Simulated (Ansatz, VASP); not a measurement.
**Bi in VASP and in Ansatz**

```
Bi
1.0
     3.10798    0.00000    0.00000
     0.00000    3.10798    0.00000
     0.00000    0.00000    3.10798
Bi
1
Direct
  0.00000 0.00000 0.00000
```

Alike in both runs: task single point; functional LDA; k mesh 11 × 11 × 11; occupations fermi-dirac, width 0.1 eV; no spin polarisation.

```csv
,VASP,Ansatz
version,VASP 6.6.1,Ansatz 0.2.0
potentials or method,"VASP PAW LDA potentials, release 64 (Bi_d), cutoff 520 eV","plane waves (420 eV) with PAW, scalar-relativistic"
valence electrons in the cell,15,15
```

```tsv
	VASP	Ansatz	Ansatz less VASP
pressure (GPa)	6.2	6.0	-0.16
```

Ansatz warns that its potentials were made for another functional, while VASP's fit it. LDA's correlation is that of Perdew and Zunger in VASP and of Perdew and Wang (1992) in Ansatz.

Neither program's run includes spin-orbit coupling.
